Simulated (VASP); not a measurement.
# WS2 (R3m) in VASP: notebook, part 2 of 3

VASP 6.6.1. Earlier steps stand in the parts before.

## Step 3: Electric field gradients, LDA (18.81 Å³/atom)

Contents of INCAR:

```
PREC     = Accurate       # precision mode
ENCUT    = 520            # plane-wave cutoff, eV
EDIFF    = 1E-8           # SCF threshold, eV
ISMEAR   = -1             # smearing method
SIGMA    = 0.08           # smearing width, eV
LREAL    = F              # projectors in reciprocal space
LASPH    = T              # aspherical terms in the spheres
NELM     = 100            # most SCF steps
ALGO     = Normal         # electronic algorithm
ISIF     = 2              # what is computed and relaxed
LWAVE    = F              # write WAVECAR
LCHARG   = F              # write CHGCAR
GGA      = CA             # functional
LEFG     = T            
NBANDS   = 20             # bands
```

Contents of KPOINTS:

```
regular mesh
0
Gamma
  13 13 13
```

Contents of POSCAR:

```
WS2
1.0
    1.6099690384      0.9295160577      6.2842102968
   -1.6099690384      0.9295160577      6.2842102968
    0.0000000000     -1.8590321154      6.2842102968
W S
1 2
Direct
    0.0000000000      0.0000000000      0.0000000000
    0.7503000000      0.7503000000      0.7503000000
    0.5810000000      0.5810000000      0.5810000000
```

Potentials or basis: VASP PAW LDA potentials, release 64 (W_sv, S).

Started as:

```bash
$ cat potpaw_LDA.64/W_sv/POTCAR potpaw_LDA.64/S/POTCAR > POTCAR
$ mpirun -np 1 vasp_std > vasp.out
```

OUTCAR:

```text
PREC = Accurate
   ENCUT = 520
   EDIFF = 1E-8
   ISMEAR = -1
   LREAL = F
   LASPH = T
   NELM = 100
   ISIF = 2
   GGA = CA

 ion  position               nearest neighbor table
   1  0.000  0.000  0.000-   2 2.44   2 2.44   2 2.44   3 2.46   3 2.46   3 2.46
   2  0.750  0.750  0.750-   1 2.44   1 2.44   1 2.44
   3  0.581  0.581  0.581-   1 2.46   1 2.46   1 2.46

  LATTYP: Found a trigonal (rhomboedric) cell.
 ALAT       =     6.5534189139
 COS(alpha) =     0.8792939096

  Lattice vectors:

 A1 = (   1.6099690384,   0.9295160577,   6.2842102968)
 A2 = (  -1.6099690384,   0.9295160577,   6.2842102968)
 A3 = (   0.0000000000,  -1.8590321154,   6.2842102968)

Analysis of symmetry for initial positions (statically):
=====================================================================
 Subroutine PRICEL returns:
 Original cell was already a primitive cell.

 Routine SETGRP: Setting up the symmetry group for a
 trigonal (rhombohedral) supercell.

 Subroutine GETGRP returns: Found  6 space group operations
 (whereof  6 operations were pure point group operations)
 out of a pool of 12 trial point group operations.

The static configuration has the point symmetry C_3v.

Analysis of symmetry for dynamics (positions and initial velocities):
=====================================================================
 Subroutine PRICEL returns:
 Original cell was already a primitive cell.

 Routine SETGRP: Setting up the symmetry group for a
 trigonal (rhombohedral) supercell.

 Subroutine GETGRP returns: Found  6 space group operations
 (whereof  6 operations were pure point group operations)
 out of a pool of 12 trial point group operations.

The dynamic configuration has the point symmetry C_3v.

 Subroutine INISYM returns: Found  6 space group operations
 (whereof  6 operations are pure point group operations),
 and found     1 'primitive' translations

----------------------------------------------------------------------------------------

                                     Primitive cell

  volume of cell :      56.4256

  direct lattice vectors                    reciprocal lattice vectors
     1.609969038  0.929516058  6.284210297     0.310564979  0.179304774  0.053042995
    -1.609969038  0.929516058  6.284210297    -0.310564979  0.179304774  0.053042995
     0.000000000 -1.859032115  6.284210297     0.000000000 -0.358609548  0.053042995

  length of vectors
     6.553418914  6.553418914  6.553418914     0.362511196  0.362511196  0.362511196

  position of ions in fractional coordinates (direct lattice)
     0.000000000  0.000000000  0.000000000
     0.750300000  0.750300000  0.750300000
     0.581000000  0.581000000  0.581000000

  ion indices of the primitive-cell ions
   primitive index   ion index
                 1           1
                 2           2
                 3           3

----------------------------------------------------------------------------------------

 KPOINTS: regular mesh

[... 77 lines left out ...]
   PSTRESS=    0.0 pullay stress
   NELECT =      26.0000    total number of electrons
   NUPDOWN=      -1.0000    fix difference up-down
   EMIN   =  10.00;   EMAX   =-10.00  energy-range for DOS
   EFERMI =   0.00;   METHOD = LEGACY
   ISMEAR =    -1;   SIGMA  =   0.08  broadening in eV -4-tet -1-fermi 0-gaus
   EFERMI_NEDOS =   21; number of points for ismear=-14 and -15
   IALGO  =     38    algorithm
   IMIX   =      4    mixing-type and parameters
     AMIX     =   0.40;   BMIX     =  1.00
     AMIX_MAG =   1.60;   BMIX_MAG =  1.00
  volume/ion in A,a.u.               =      18.81       126.93
  Fermi-wavevector in a.u.,A,eV,Ry     =   1.264466  2.389494 21.754005  1.598874
  Thomas-Fermi vector in A             =   2.397770
   LORBIT       =      0    0 simple, 1 ext, 2 COOP (PROOUT), +10 PAW based schemes
   GGA     = CA    functional components
   LHFCALC =     F    Hartree Fock is set to
   AEXX    =    0.0000 exact exchange contribution
   IVDW    =     0    specifies the selected vdW correction
   LEPSILON=     F    determine dielectric tensor
   LRPA    =     F    only Hartree local field effects (RPA)
 non-spin polarized calculation
  energy-cutoff  :      520.00
  volume of cell :       56.43
 maximum number of plane-waves:      1540
 NGX is ok and might be reduce to    50
   NGX = 25   NGY = 25   NGZ = 25

 number of electron      25.9999998 magnetization

 Free energy of the ion-electron system (eV)
  ---------------------------------------------------
  ext. energy  EPLUGINS =         0.00000000
  ---------------------------------------------------
  free energy    TOTEN  =       -26.09026924 eV

  energy without entropy =      -26.09023363  energy(sigma->0) =      -26.09025144

 E-fermi :   6.9928     XC(G=0): -10.9621

 val. band max:        6.5601385353   @ k =   0.4615   0.4615   0.4615
 cond. band min:       7.5916237157   @ k =  -0.1538   0.1538   0.0000
 fundamental gap:      1.0314851804
 Fermi energy:         6.9928101522

 k-point     1 :       0.0000    0.0000    0.0000
  band No.  band energies     occupation
      1     -67.6627      2.00000
      2     -32.1259      2.00000
      3     -31.9897      2.00000
      4     -31.9897      2.00000
      5      -8.5329      2.00000
      6      -6.7364      2.00000
[... 541 lines left out ...]
     19      14.1512      0.00000
     20      14.7458      0.00000

 [... further k-points ...]

------------------------ aborting loop because EDIFF is reached ----------------------------------------

  FORCE on cell =-STRESS in cart. coord.  units (eV):
  Direction    XX          YY          ZZ          XY          YZ          ZX
  --------------------------------------------------------------------------------------
  -------------------------------------------------------------------------------------
  Total       -4.0422354     -4.0422354     -4.1626462      0.0000000      0.0000000      0.0000000
  in kB     -114.7772462   -114.7772462   -118.1962504      0.0000000      0.0000000      0.0000000
  external PRESSURE =    -115.9169143 kB  Pullay stress =       0.0000000 kB

 VOLUME and BASIS-vectors are now :
 -----------------------------------------------------------------------------
  energy-cutoff  :      520.00
  volume of cell :       56.43
      direct lattice vectors                 reciprocal lattice vectors
     1.609969038  0.929516058  6.284210297     0.310564979  0.179304774  0.053042995
    -1.609969038  0.929516058  6.284210297    -0.310564979  0.179304774  0.053042995
     0.000000000 -1.859032115  6.284210297     0.000000000 -0.358609548  0.053042995

 POSITION                                       TOTAL-FORCE (eV/Angst)
 -----------------------------------------------------------------------------------
      0.00000      0.00000      0.00000         0.000000      0.000000     -0.510168
      0.00000      0.00000     14.14513         0.000000     -0.000000     -0.906498
      0.00000      0.00000     10.95338         0.000000     -0.000000      1.416666
 -----------------------------------------------------------------------------------
    total drift:                                0.000000      0.000000      0.000085

  FREE ENERGIE OF THE ION-ELECTRON SYSTEM (eV)
  ---------------------------------------------------
  free  energy   TOTEN  =       -26.0902692439 eV

  energy  without entropy=      -26.0902336322  energy(sigma->0) =      -26.09025144

 Electric field gradients (V/A^2)
---------------------------------------------------------------------
 ion       V_xx      V_yy      V_zz      V_xy      V_xz      V_yz
---------------------------------------------------------------------
   1      73.397    73.397  -146.793     0.000    -0.000    -0.000
   2      22.687    22.687   -45.374    -0.000     0.000    -0.000
   3      18.893    18.893   -37.785     0.000     0.000     0.000
---------------------------------------------------------------------

 Electric field gradients after diagonalization (V/A^2)
 (convention: |V_zz| > |V_xx| > |V_yy|)
----------------------------------------------------------------------
 ion       V_xx      V_yy      V_zz     asymmetry (V_yy - V_xx)/ V_zz
----------------------------------------------------------------------
   1      73.397    73.397  -146.793       0.000
   2      22.687    22.687   -45.374       0.000
   3      18.893    18.893   -37.785       0.000
----------------------------------------------------------------------

           NMR quadrupolar parameters

 Cq : quadrupolar parameter    Cq=e*Q*V_zz/h
 eta: asymmetry parameters     (V_yy - V_xx)/ V_zz
 Q  : nuclear electric quadrupole moment in mb (millibarn)
----------------------------------------------------------------------
 ion       Cq(MHz)       eta       Q (mb)
----------------------------------------------------------------------
   1      -0.355       0.000       1.000
   2      -0.110       0.000       1.000
   3      -0.091       0.000       1.000
----------------------------------------------------------------------
```

Wall time 23 min (1 thread of Intel Xeon 8259CL, shared host); peak memory 0.45 GiB.

What came out:

* Free energy: -26.0903 eV
* Pressure: -11.6 GPa
* Largest force: 1.417 eV/Å
* Band gap on the k mesh: 1.03 eV (least direct gap 1.94 eV)
* Largest electric field gradient by atom: W -146.8; S -45.4, -37.8 V/Å²

Forces in eV/Å, atoms in the order of the input:
```
W    0.000  0.000 -0.510
S    0.000  0.000 -0.906
S    0.000  0.000  1.417
```

Levels at points of the mesh, in eV from the valence-band top:
| k point | band 9 | band 10 | band 11 | band 12 | band 13 | band 14 | band 15 | band 16 | band 17 | band 18 |
| --- | --- | --- | --- | --- | --- | --- | --- | --- | --- | --- |
| (0.00, 0.00, 0.00) | -3.26 | -2.12 | -2.12 | -1.45 | -1.05 | 2.11 | 2.11 | 2.39 | 2.39 | 4.37 |

Electric field gradients, principal values (V/Å²):
| atom | least | middle | greatest (by size) |
| --- | --- | --- | --- |
| 1 W | 73.397 | 73.397 | -146.793 |
| 2 S | 22.687 | 22.687 | -45.374 |
| 3 S | 18.893 | 18.893 | -37.785 |

Caveat: the cell stands under tension; without QUAD_EFG the Cq values of the log hold for a quadrupole moment of 1 mb, not for the nuclei; spin-orbit coupling is left out, which moves the levels of the heavy elements; forces of over 1 eV/Å act on the atoms, so gaps and moduli don't describe the material at rest. A k mesh can miss the band edges.

(Part 2 of 3 ends here.)
